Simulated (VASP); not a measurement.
# Zr4Nb in VASP: single point with PBE

Aim: the single point of Zr4Nb with PBE.

Everything below comes from runs of VASP 6.6.1. Logs are shortened: lines on timing, memory, paths and dates and some standing lists are left out, and cuts for length are marked.

## Step 1: The cell of the first run

The cell holds a slab with vacuum, 5 atoms: a = 3.231 Å, b = 3.231 Å, c = 26.350 Å, α = 90.00°, β = 90.00°, γ = 120.00°.

## Step 2: Single point, PBE

INCAR

```
ALGO = Normal
DIPOL = 0.5 0.5 0.500
EDIFF = 1E-7
ENCUT = 520
GGA = PE
IDIPOL = 3
ISIF = 2
ISMEAR = -1
LASPH = True
LCHARG = True
LDIPOL = True
LELF = True
LREAL = False
LVACPOTAV = True
LVHAR = True
LWAVE = False
NBANDS = 38
NELM = 80
PREC = Accurate
SIGMA = 0.08
```

KPOINTS

```
k-points
0
Gamma
  15 15 1
```

POSCAR

```
Zr4Nb
1.0
    3.2310992957      0.0000000000      0.0000000000
   -1.6155496478      2.7982140722      0.0000000000
    0.0000000000      0.0000000000     26.3503000000
Nb Zr
1 4
Direct
    0.0000000000      0.0000000000      0.3077549329
    0.3333333333      0.6666666667      0.3996974088
    0.0000000000      0.0000000000      0.5000000133
    0.3333333333      0.6666666667      0.6003025912
    0.0000000000      0.0000000000      0.6922450535
```

Potentials or basis: VASP PAW PBE potentials, release 64 (Nb_sv, Zr_sv).

Run with:

```console
$ cat potpaw_PBE.64/Nb_sv/POTCAR potpaw_PBE.64/Zr_sv/POTCAR > POTCAR
$ mpirun -np 1 vasp_std > vasp.out
```

OUTCAR:

```text
EDIFF = 1E-7
   ENCUT = 520
   GGA = PE
   ISIF = 2
   ISMEAR = -1
   LASPH = True
   LREAL = False
   NELM = 80
   PREC = Accurate

 ion  position               nearest neighbor table
   1  0.000  0.000  0.308-   2 3.06   2 3.06   2 3.06
   2  0.333  0.667  0.400-   1 3.06   1 3.06   1 3.06   3 3.24   3 3.24   3 3.24
   3  0.000  0.000  0.500-   4 3.24   4 3.24   4 3.24   2 3.24   2 3.24   2 3.24
   4  0.333  0.667  0.600-   5 3.06   5 3.06   5 3.06   3 3.24   3 3.24   3 3.24
   5  0.000  0.000  0.692-   4 3.06   4 3.06   4 3.06

  LATTYP: Found a hexagonal cell.
 ALAT       =     3.2310992957
 C/A-ratio  =     8.1552120775

  Lattice vectors:

 A1 = (   3.2310992957,   0.0000000000,   0.0000000000)
 A2 = (  -1.6155496478,   2.7982140722,   0.0000000000)
 A3 = (   0.0000000000,   0.0000000000,  26.3503000000)

Analysis of symmetry for initial positions (statically):
=====================================================================
 Subroutine PRICEL returns:
 Original cell was already a primitive cell.

 Routine SETGRP: Setting up the symmetry group for a
 hexagonal supercell.

 Subroutine GETGRP returns: Found  6 space group operations
 (whereof  6 operations were pure point group operations)
 out of a pool of 24 trial point group operations.

The static configuration has the point symmetry C_3v.

Analysis of symmetry for dynamics (positions and initial velocities):
=====================================================================
 Subroutine PRICEL returns:
 Original cell was already a primitive cell.

 Routine SETGRP: Setting up the symmetry group for a
 hexagonal supercell.

 Subroutine GETGRP returns: Found  6 space group operations
 (whereof  6 operations were pure point group operations)
 out of a pool of 24 trial point group operations.

The dynamic configuration has the point symmetry C_3v.

 Subroutine INISYM returns: Found  6 space group operations
 (whereof  6 operations are pure point group operations),
 and found     1 'primitive' translations

----------------------------------------------------------------------------------------

                                     Primitive cell

  volume of cell :     238.2412

  direct lattice vectors                    reciprocal lattice vectors
     3.231099296  0.000000000  0.000000000     0.309492191  0.178685400  0.000000000
    -1.615549648  2.798214072  0.000000000     0.000000000  0.357370799  0.000000000
     0.000000000  0.000000000 26.350300000     0.000000000  0.000000000  0.037950232

  length of vectors
[... 96 lines left out ...]
   POTIM  = 0.5000    time-step for ionic-motion
   TEBEG  =    0.0;   TEEND  =   0.0 temperature during run
   PSTRESS=    0.0 pullay stress
   NELECT =      61.0000    total number of electrons
   NUPDOWN=      -1.0000    fix difference up-down
   EMIN   =  10.00;   EMAX   =-10.00  energy-range for DOS
   EFERMI =   0.00;   METHOD = LEGACY
   ISMEAR =    -1;   SIGMA  =   0.08  broadening in eV -4-tet -1-fermi 0-gaus
   EFERMI_NEDOS =   21; number of points for ismear=-14 and -15
   IALGO  =     38    algorithm
   IMIX   =      4    mixing-type and parameters
     AMIX     =   0.40;   BMIX     =  1.00
     AMIX_MAG =   1.60;   BMIX_MAG =  1.00
  volume/ion in A,a.u.               =      47.65       321.55
  Fermi-wavevector in a.u.,A,eV,Ry     =   1.039551  1.964467 14.703360  1.080666
  Thomas-Fermi vector in A             =   2.174086
   LORBIT       =      0    0 simple, 1 ext, 2 COOP (PROOUT), +10 PAW based schemes
   GGA     = PE    functional components
   LHFCALC =     F    Hartree Fock is set to
   AEXX    =    0.0000 exact exchange contribution
   IVDW    =     0    specifies the selected vdW correction
   LEPSILON=     F    determine dielectric tensor
   LRPA    =     F    only Hartree local field effects (RPA)
 non-spin polarized calculation
  energy-cutoff  :      520.00
  volume of cell :      238.24
 maximum number of plane-waves:      6476
   NGX = 13   NGY = 13   NGZ = 97

 dipolmoment           0.000000      0.000000      0.049428 electrons x Angstroem

 number of electron      61.0000002 magnetization

 dipolmoment           0.000000      0.000000     -0.010714 electrons x Angstroem

 Free energy of the ion-electron system (eV)
  ---------------------------------------------------
  ext. energy  EPLUGINS =         0.00000000
  ---------------------------------------------------
  free energy    TOTEN  =       -41.64547054 eV

  energy without entropy =      -41.47311553  energy(sigma->0) =      -41.55929303

 E-fermi :   2.2323     XC(G=0):  -6.1317

 val. band max:        2.2294610337   @ k =   0.4000   0.2000   0.0000
 cond. band min:       2.2350691388   @ k =   0.2667   0.2000   0.0000
 fundamental gap:      0.0056081051
 Fermi energy:         2.2322585402

 k-point     1 :       0.0000    0.0000    0.0000
  band No.  band energies     occupation
      1     -52.9387      2.00000
      2     -46.7538      2.00000
      3     -46.5699      2.00000
      4     -46.4965      2.00000
      5     -46.4089      2.00000
      6     -29.0697      2.00000
[... 973 lines left out ...]
     37       3.7783      0.00000
     38       4.1710      0.00000

 [... further k-points ...]

------------------------ aborting loop because EDIFF is reached ----------------------------------------

  FORCE on cell =-STRESS in cart. coord.  units (eV):
  Direction    XX          YY          ZZ          XY          YZ          ZX
  --------------------------------------------------------------------------------------
  -------------------------------------------------------------------------------------
  Total       -4.4934954     -4.4934954     -1.4517043     -0.0000000      0.0000000      0.0000000
  in kB      -30.2188605    -30.2188605     -9.7627448     -0.0000000      0.0000000      0.0000000
  external PRESSURE =     -23.4001553 kB  Pullay stress =       0.0000000 kB

 VOLUME and BASIS-vectors are now :
 -----------------------------------------------------------------------------
  energy-cutoff  :      520.00
  volume of cell :      238.24
      direct lattice vectors                 reciprocal lattice vectors
     3.231099296  0.000000000  0.000000000     0.309492191  0.178685400  0.000000000
    -1.615549648  2.798214072  0.000000000     0.000000000  0.357370799  0.000000000
     0.000000000  0.000000000 26.350300000     0.000000000  0.000000000  0.037950232

 POSITION                                       TOTAL-FORCE (eV/Angst)
 -----------------------------------------------------------------------------------
      0.00000      0.00000      8.10943        -0.000000      0.000000      0.547060
     -0.00000      1.86548     10.53215         0.000000     -0.000000     -0.457307
      0.00000      0.00000     13.17515        -0.000000     -0.000000     -0.129150
     -0.00000      1.86548     15.81815        -0.000000      0.000000      0.016310
      0.00000      0.00000     18.24086        -0.000000     -0.000000      0.023088
 -----------------------------------------------------------------------------------
    total drift:                                0.000001     -0.000000     -0.000027

  FREE ENERGIE OF THE ION-ELECTRON SYSTEM (eV)
  ---------------------------------------------------
  free  energy   TOTEN  =       -41.6454705411 eV

  energy  without entropy=      -41.4731155265  energy(sigma->0) =      -41.55929303

 vacuum level on the upper side and lower side of the slab         6.411         6.625
```

Run time: 9.9 min. Hardware: 1 thread of Intel Xeon Platinum 8488C (Sapphire Rapids), shared host; peak memory 0.45 GiB.

What came out:

```
Free energy            : -41.6455 eV
Largest force          : 0.547 eV/Å
Band gap on the k mesh : zero (an odd number of electrons rules out a gap without spin polarisation)
```

Forces on the atoms (eV/Å):
```
Nb   0.000  0.000  0.547
Zr   0.000  0.000 -0.457
Zr   0.000  0.000 -0.129
Zr   0.000  0.000  0.016
Zr   0.000  0.000  0.023
```
